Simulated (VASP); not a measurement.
# MgIn2N2 (R-3m) in VASP: single point with LDA

Aim: the single point of MgIn2N2 with LDA.

All numbers are computed with VASP 6.6.1; they aren't measurements. Logs are shortened: lines on timing, memory, paths and dates and some standing lists are left out, and cuts for length are marked.

**1. The cell of the first run**

Symmetry: R-3m, No. 166, trigonal system. Conventional cell: a = 3.340 Å, b = 3.340 Å, c = 23.317 Å, α = 90.00°, β = 90.00°, γ = 120.00°. Within 3.2 Å of Mg (site symmetry -3m) lie 6 N at 2.33 Å and 6 In at 3.13 Å. Within 3.0 Å of In (site symmetry 3m) lie 3 N at 2.25 Å and 1 In at 2.84 Å. Within 3.0 Å of N (site symmetry 3m) lie 3 In at 2.25 Å and 3 Mg at 2.33 Å.

**2. Single point, LDA**

The input, INCAR:

```
PREC = Accurate
ENCUT = 520
EDIFF = 1E-6
ISMEAR = 0
SIGMA = 0.03
LREAL = False
LASPH = True
NELM = 100
ALGO = Normal
ISIF = 2
LWAVE = False
LCHARG = False
NBANDS = 27
```

The input, KPOINTS:

```
Automatic mesh
0
Gamma
  12 12 12
```

The input, POSCAR:

```
MgIn2N2
1.0
    1.6701479908      0.9642603921      7.7724938132
   -1.6701479908      0.9642603921      7.7724938132
    0.0000000000     -1.9285207842      7.7724938132
Mg In N
1 2 2
Direct
    0.0000000000      0.0000000000      0.0000000000
    0.4390066700      0.4390066700      0.4390066700
    0.5609933300      0.5609933300      0.5609933300
    0.2772766700      0.2772766700      0.2772766700
    0.7227233300      0.7227233300      0.7227233300
```

Potentials or basis: VASP PAW LDA potentials, release 64 (Mg, In_d, N).

Command:

```sh
cat potpaw_LDA.64/Mg/POTCAR potpaw_LDA.64/In_d/POTCAR potpaw_LDA.64/N/POTCAR > POTCAR
mpirun -np 1 vasp_std > vasp.out
```

OUTCAR:

```text
PREC = Accurate
   ENCUT = 520
   EDIFF = 1E-6
   ISMEAR = 0
   LREAL = False
   LASPH = True
   NELM = 100
   ISIF = 2

 ion  position               nearest neighbor table
   1  0.000  0.000  0.000-   5 2.33   5 2.33   4 2.33   4 2.33   5 2.33   4 2.33   2 3.13   3 3.13
                             2 3.13   3 3.13   2 3.13   3 3.13
   2  0.439  0.439  0.439-   5 2.25   5 2.25   5 2.25   3 2.84   1 3.13   1 3.13   1 3.13
   3  0.561  0.561  0.561-   4 2.25   4 2.25   4 2.25   2 2.84   1 3.13   1 3.13   1 3.13
   4  0.277  0.277  0.277-   3 2.25   3 2.25   3 2.25   1 2.33   1 2.33   1 2.33
   5  0.723  0.723  0.723-   2 2.25   2 2.25   2 2.25   1 2.33   1 2.33   1 2.33

  LATTYP: Found a trigonal (rhomboedric) cell.
 ALAT       =     8.0081741047
 COS(alpha) =     0.9130092864

  Lattice vectors:

 A1 = (   1.6701479908,   0.9642603921,   7.7724938132)
 A2 = (  -1.6701479908,   0.9642603921,   7.7724938132)
 A3 = (   0.0000000000,  -1.9285207842,   7.7724938132)

Analysis of symmetry for initial positions (statically):
=====================================================================
 Subroutine PRICEL returns:
 Original cell was already a primitive cell.

 Routine SETGRP: Setting up the symmetry group for a
 trigonal (rhombohedral) supercell.

 Subroutine GETGRP returns: Found 12 space group operations
 (whereof 12 operations were pure point group operations)
 out of a pool of 12 trial point group operations.

The static configuration has the point symmetry D_3d.

Analysis of symmetry for dynamics (positions and initial velocities):
=====================================================================
 Subroutine PRICEL returns:
 Original cell was already a primitive cell.

 Routine SETGRP: Setting up the symmetry group for a
 trigonal (rhombohedral) supercell.

 Subroutine GETGRP returns: Found 12 space group operations
 (whereof 12 operations were pure point group operations)
 out of a pool of 12 trial point group operations.

The dynamic configuration has the point symmetry D_3d.

 Subroutine INISYM returns: Found 12 space group operations
 (whereof 12 operations are pure point group operations),
 and found     1 'primitive' translations

----------------------------------------------------------------------------------------

                                     Primitive cell

  volume of cell :      75.1036

  direct lattice vectors                    reciprocal lattice vectors
     1.670147991  0.964260392  7.772493813     0.299374668  0.172844045  0.042886278
    -1.670147991  0.964260392  7.772493813    -0.299374668  0.172844045  0.042886278
     0.000000000 -1.928520784  7.772493813     0.000000000 -0.345688090  0.042886278

  length of vectors
     8.008174105  8.008174105  8.008174105     0.348338181  0.348338181  0.348338181

  position of ions in fractional coordinates (direct lattice)
     0.000000000  0.000000000  0.000000000
     0.439006670  0.439006670  0.439006670
     0.560993330  0.560993330  0.560993330
     0.277276670  0.277276670  0.277276670
     0.722723330  0.722723330  0.722723330

  ion indices of the primitive-cell ions
   primitive index   ion index
                 1           1
                 2           2
                 3           3
                 4           4
                 5           5

----------------------------------------------------------------------------------------

 KPOINTS: Automatic mesh

Automatic generation of k-mesh.
 Grid dimensions read from file:
 generate k-points for:   12   12   12

 Generating k-lattice:

  Cartesian coordinates                     Fractional coordinates (reciprocal lattice)
     0.024947889  0.014403670  0.003573857     0.083333333 -0.000000000  0.000000000
    -0.024947889  0.014403670  0.003573857    -0.000000000  0.083333333  0.000000000
     0.000000000 -0.028807341  0.003573857     0.000000000  0.000000000  0.083333333

  Length of vectors
     0.029028182  0.029028182  0.029028182

  Shift w.r.t. Gamma in fractional coordinates (k-lattice)
     0.000000000  0.000000000  0.000000000

 Subroutine IBZKPT returns following result:
 ===========================================

 Found    189 irreducible k-points:

 Following reciprocal coordinates:
            Coordinates               Weight
  0.000000  0.000000  0.000000      1.000000
  0.083333  0.000000  0.000000      6.000000
  0.166667 -0.000000  0.000000      6.000000
  0.250000 -0.000000  0.000000      6.000000
  0.333333  0.000000  0.000000      6.000000
  0.416667 -0.000000 -0.000000      6.000000
[... 16 lines left out ...]
  0.500000  0.166667  0.000000     12.000000
 -0.416667  0.166667  0.000000     12.000000
 [... further k-points ...]
   k-points           NKPTS =    189   k-points in BZ     NKDIM =    189   number of bands    NBANDS=     27
   number of dos      NEDOS =    301   number of ions     NIONS =      5
   total plane-waves  NPLWV = 216000
   dimension x,y,z NGX =    60 NGY =   60 NGZ =   60
   dimension x,y,z NGXF=   120 NGYF=  120 NGZF=  120
   ions per type =               1   2   2
   NGX,Y,Z   is equivalent  to a cutoff of  12.46, 12.46, 12.46 a.u.
   NGXF,Y,Z  is equivalent  to a cutoff of  24.91, 24.91, 24.91 a.u.
 SYSTEM =  unknown system
   PREC   = accura    normal or accurate (medium, high low for compatibility)
   ISTART =      0    job   : 0-new  1-cont  2-samecut
   ICHARG =      2    charge: 1-file 2-atom 10-const
   ISPIN  =      1    spin polarized calculation?
   LNONCOLLINEAR =      F non collinear calculations
   LSORBIT =      F    spin-orbit coupling
   LASPH  =      T    aspherical Exc in radial PAW
   ENCUT  =  520.0 eV  38.22 Ry    6.18 a.u.  14.89 14.89 14.89*2*pi/ulx,y,z
   NELM   =    100;   NELMIN=  2; NELMDL= -5     # of ELM steps
   EDIFF  = 0.1E-05   stopping-criterion for ELM
   LREAL  =      F    real-space projection
   EDIFFG = 0.1E-04   stopping-criterion for IOM
   NSW    =      0    number of steps for IOM
   IBRION =     -1    ionic relax: 0-MD 1-quasi-New 2-CG
   NFREE  =      0    steps in history (QN), initial steepest desc. (CG)
   ISIF   =      2    stress and relaxation
   ISYM   =      2    0-nonsym 1-usesym 2-fastsym
   POTIM  = 0.5000    time-step for ionic-motion
   TEBEG  =    0.0;   TEEND  =   0.0 temperature during run
   PSTRESS=    0.0 pullay stress
   NELECT =      38.0000    total number of electrons
   NUPDOWN=      -1.0000    fix difference up-down
   EMIN   =  10.00;   EMAX   =-10.00  energy-range for DOS
   EFERMI =   0.00;   METHOD = LEGACY
   ISMEAR =     0;   SIGMA  =   0.03  broadening in eV -4-tet -1-fermi 0-gaus
   EFERMI_NEDOS =   21; number of points for ismear=-14 and -15
   IALGO  =     38    algorithm
   IMIX   =      4    mixing-type and parameters
     AMIX     =   0.40;   BMIX     =  1.00
     AMIX_MAG =   1.60;   BMIX_MAG =  1.00
  volume/ion in A,a.u.               =      15.02       101.36
  Fermi-wavevector in a.u.,A,eV,Ry     =   1.304515  2.465176 23.153840  1.701759
  Thomas-Fermi vector in A             =   2.435446
   LORBIT       =      0    0 simple, 1 ext, 2 COOP (PROOUT), +10 PAW based schemes
   GGA     = CA    functional components
   LHFCALC =     F    Hartree Fock is set to
   AEXX    =    0.0000 exact exchange contribution
   IVDW    =     0    specifies the selected vdW correction
   LEPSILON=     F    determine dielectric tensor
   LRPA    =     F    only Hartree local field effects (RPA)
 non-spin polarized calculation
 Gauss-broadening in eV      SIGMA  =   0.03
  energy-cutoff  :      520.00
  volume of cell :       75.10
 maximum number of plane-waves:      2044
   NGX = 29   NGY = 29   NGZ = 29

 number of electron      37.9999994 magnetization

 Free energy of the ion-electron system (eV)
  ---------------------------------------------------
  ext. energy  EPLUGINS =         0.00000000
  ---------------------------------------------------
  free energy    TOTEN  =       -28.01526207 eV

  energy without entropy =      -28.01524485  energy(sigma->0) =      -28.01525346

 E-fermi :   6.3606     XC(G=0): -11.1229

 val. band max:        6.3200233283   @ k =  -0.4167   0.5000   0.4167
 cond. band min:       6.3797142292   @ k =   0.5000   0.5000   0.5000
 fundamental gap:      0.0596909008
 Fermi energy:         6.3605644737

 k-point     1 :       0.0000    0.0000    0.0000
  band No.  band energies     occupation
      1      -8.1305      2.00000
      2      -7.7545      2.00000
      3      -7.6294      2.00000
      4      -7.4883      2.00000
      5      -7.4883      2.00000
      6      -7.4686      2.00000
[... 19 lines left out ...]
     26      16.6127      0.00000
     27      16.6127      0.00000

 k-point     2 :       0.0833    0.0000    0.0000
  band No.  band energies     occupation
      1      -8.1520      2.00000
      2      -7.8333      2.00000
      3      -7.6505      2.00000
      4      -7.4665      2.00000
      5      -7.4505      2.00000
      6      -7.4387      2.00000
[... 19 lines left out ...]
     26      15.8110      0.00000
     27      16.7277      0.00000

 k-point     3 :       0.1667   -0.0000    0.0000
  band No.  band energies     occupation
      1      -8.2129      2.00000
      2      -7.9803      2.00000
      3      -7.6469      2.00000
      4      -7.4152      2.00000
      5      -7.4137      2.00000
      6      -7.4026      2.00000
[... 19 lines left out ...]
     26      15.2707      0.00000
     27      16.0452      0.00000

 k-point     4 :       0.2500   -0.0000    0.0000
  band No.  band energies     occupation
      1      -8.2914      2.00000
      2      -8.1302      2.00000
      3      -7.6167      2.00000
      4      -7.4512      2.00000
      5      -7.3962      2.00000
      6      -7.3615      2.00000
[... 19 lines left out ...]
     26      14.8264      0.00000
     27      15.2284      0.00000
[... 516 lines left out ...]
      4      -7.4654      2.00000
      5      -7.4275      2.00000
      6      -7.3699      2.00000
[... 19 lines left out ...]
     26      14.3518      0.00000
     27      14.5849      0.00000

 k-point    23 :       0.5000    0.1667    0.0000
  band No.  band energies     occupation
      1      -8.3739      2.00000
      2      -8.3400      2.00000
      3      -7.5490      2.00000
      4      -7.4872      2.00000
      5      -7.4440      2.00000
      6      -7.3667      2.00000
[... 19 lines left out ...]
     26      14.1149      0.00000
     27      14.9220      0.00000

 k-point    24 :      -0.4167    0.1667    0.0000
  band No.  band energies     occupation
      1      -8.3813      2.00000
      2      -8.3642      2.00000
      3      -7.5415      2.00000
      4      -7.4969      2.00000
      5      -7.4499      2.00000
      6      -7.3639      2.00000
[... 19 lines left out ...]
     26      14.1585      0.00000
     27      15.0641      0.00000

 [... further k-points ...]
[... 5 lines left out ...]
  --------------------------------------------------------------------------------------
  -------------------------------------------------------------------------------------
  Total       -3.8391070     -3.8391070     -3.8998614      0.0000000      0.0000000      0.0000000
  in kB      -81.8992421    -81.8992421    -83.1953090      0.0000000      0.0000000      0.0000000
  external PRESSURE =     -82.3312644 kB  Pullay stress =       0.0000000 kB

 VOLUME and BASIS-vectors are now :
 -----------------------------------------------------------------------------
  energy-cutoff  :      520.00
  volume of cell :       75.10
      direct lattice vectors                 reciprocal lattice vectors
     1.670147991  0.964260392  7.772493813     0.299374668  0.172844045  0.042886278
    -1.670147991  0.964260392  7.772493813    -0.299374668  0.172844045  0.042886278
     0.000000000 -1.928520784  7.772493813     0.000000000 -0.345688090  0.042886278

 POSITION                                       TOTAL-FORCE (eV/Angst)
 -----------------------------------------------------------------------------------
      0.00000      0.00000      0.00000         0.000000     -0.000000      0.000000
      0.00000      0.00000     10.23653         0.000000     -0.000000     -0.298355
      0.00000      0.00000     13.08095         0.000000     -0.000000      0.298355
      0.00000      0.00000      6.46539         0.000000     -0.000000     -0.273910
      0.00000      0.00000     16.85209         0.000000      0.000000      0.273910
 -----------------------------------------------------------------------------------
    total drift:                                0.000000      0.000000     -0.000000

  FREE ENERGIE OF THE ION-ELECTRON SYSTEM (eV)
  ---------------------------------------------------
  free  energy   TOTEN  =       -28.0152620675 eV

  energy  without entropy=      -28.0152448502  energy(sigma->0) =      -28.01525346
```

It took 17 min on 1 thread of Intel Xeon Platinum 8488C (Sapphire Rapids), shared host; peak memory 0.61 GiB.

What came out:

* Free energy: -28.0153 eV
* Pressure: -8.2 GPa
* Largest force: 0.298 eV/Å
* Band gap on the k mesh: 0.06 eV (least direct gap 0.12 eV)

Forces in eV/Å, atoms in the order of the input:
```
Mg   0.000  0.000  0.000
In   0.000  0.000 -0.298
In   0.000  0.000  0.298
N    0.000  0.000 -0.274
N    0.000  0.000  0.274
```

Caveat: the cell stands under tension; semilocal functionals underestimate gaps, and a narrow one can read as zero; spin-orbit coupling is left out, which moves the levels of the heavy elements. A k mesh can miss the band edges.
